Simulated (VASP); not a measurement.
Write the native input for VASP 6.6.1 that does the following.

```
Task                   : single point
Functional             : PBEsol
Potentials or basis    : VASP PAW PBE potentials, release 64 (Zr_sv, B)
Cutoff                 : 520 eV
k mesh                 : 18 × 18 × 18
Occupations            : gaussian, width 0.15 eV
Spin                   : no spin polarisation
Dipole correction      : no
Further INCAR settings : ALGO = Normal; EDIFF = 1e-07; NBANDS = 14
```

The structure of ZrB lies in POSCAR:

```
ZrB
1.0
    0.0000000000      2.3947500000      2.3250000000
    2.3947500000      0.0000000000      2.3250000000
    2.3947500000      2.3947500000      0.0000000000
Zr B
1 1
Direct
    0.0000000000      0.0000000000      0.0000000000
    0.5000000000      0.5000000000      0.5000000000
```

This cell differs from its parent crystal: strain +0.030 along x and y, +0.000 along z.

The input as run:

INCAR

```
SYSTEM = ZrB
ALGO = Normal
EDIFF = 1E-7
ENCUT = 520
GGA = PS
ISIF = 2
ISMEAR = 0
LASPH = .True.
LCHARG = .False.
LREAL = .False.
LWAVE = .False.
NBANDS = 14
NELM = 80
PREC = Accurate
SIGMA = 0.15
```

KPOINTS

```
k-points
0
Gamma
  18 18 18
  0 0 0
```

Potentials or basis: VASP PAW PBE potentials, release 64 (Zr_sv, B).

The run is started by

```console
$ cat potpaw_PBE.64/Zr_sv/POTCAR potpaw_PBE.64/B/POTCAR > POTCAR
$ mpirun -np 1 vasp_std > vasp.out
```

Results of the run:

```json
{"Pressure": "15.2 GPa", "Band gap on the k mesh": "zero (an odd number of electrons rules out a gap without spin polarisation)"}
```

Caveat: the cell differs from its parent crystal (strain +0.030 along x and y, +0.000 along z); the stress differs along the axes, from 11 to 23 GPa; the PAW data sets were made with another functional, which shifts forces and pressure a little.

Wall time 5.8 min on 1 thread of AMD EPYC 7R13, on a shared host, peak memory 0.28 GiB.
